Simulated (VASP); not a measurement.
# Ta3AsAu2O13: single point with r2SCAN+D4

The system is Ta3AsAu2O13.

```
Ta As Au O
1.0
     5.20207    3.00342    3.98505
    -5.20207    3.00342    3.98505
     0.00000   -6.00684    3.98505
Ta As Au O
3 1 2 13
Direct
  0.22867 0.56985 0.22867
  0.22867 0.22867 0.56985
  0.56985 0.22867 0.22867
  0.56257 0.56257 0.56257
  0.97597 0.97597 0.97597
  0.75798 0.75798 0.75798
  0.41125 0.66642 0.41125
  0.41125 0.41125 0.66642
  0.66642 0.41125 0.41125
  0.49530 0.00957 0.35854
  0.35854 0.49530 0.00957
  0.00957 0.35854 0.49530
  0.35854 0.00957 0.49530
  0.00957 0.49530 0.35854
  0.49530 0.35854 0.00957
  0.11055 0.74963 0.11055
  0.11055 0.11055 0.74963
  0.74963 0.11055 0.11055
  0.30197 0.30197 0.30197
```

```
Program                : VASP 6.6.1
Task                   : single point
Functional             : r2SCAN
Dispersion             : D4
Potentials or basis    : VASP PAW PBE potentials, release 64 (Ta_pv, As, Au, O)
Cutoff                 : 520 eV
k mesh                 : 3 × 3 × 3
Occupations            : fermi-dirac, width 0.05 eV
Spin                   : no spin polarisation
Dipole correction      : no
Further INCAR settings : LREAL = Auto; ALGO = Normal; EDIFF = 1e-07; NBANDS = 84
```

```json
{
  "Pressure": "0.9 GPa",
  "Largest force": "0.365 eV/Å",
  "Band gap on the k mesh": "1.70 eV (least direct gap 1.73 eV)",
  "Dispersion energy per atom": "-0.050 eV"
}
```

Forces in eV/Å, atoms in the order of the input:
```
Ta   0.086 -0.050 -0.012
Ta   0.000  0.100 -0.012
Ta  -0.086 -0.050 -0.012
As   0.000  0.000  0.365
Au   0.000  0.000  0.029
Au   0.000  0.000 -0.036
O   -0.108  0.062  0.027
O    0.000 -0.124  0.027
O    0.108  0.062  0.027
O    0.214  0.155 -0.047
O   -0.241  0.108 -0.047
O    0.027 -0.263 -0.047
O   -0.027 -0.263 -0.047
O   -0.214  0.155 -0.047
O    0.241  0.108 -0.047
O   -0.257  0.148 -0.031
O    0.000 -0.297 -0.031
O    0.257  0.148 -0.031
O    0.000  0.000 -0.031
```

Stress tensor (GPa, compression positive):
```
1.12 0.00 0.00
0.00 1.12 0.00
0.00 0.00 0.44
```

Levels at points of the mesh, in eV from the valence-band top:
```
           k point  band 67  band 68  band 69  band 70  band 71  band 72
(0.00, 0.00, 0.00)    -0.12    -0.04    -0.04     1.70     3.42     3.42
```

It took 17 min on 1 thread of AMD EPYC 7R13 Processor (Zen 3), on a shared host, peak memory 0.49 GiB.

Caveat: the PAW data sets were made with another functional, which shifts forces and pressure a little; spin-orbit coupling is left out, which moves the levels of the heavy elements; an odd mesh through Γ misses points on the zone boundary, where band edges can lie.
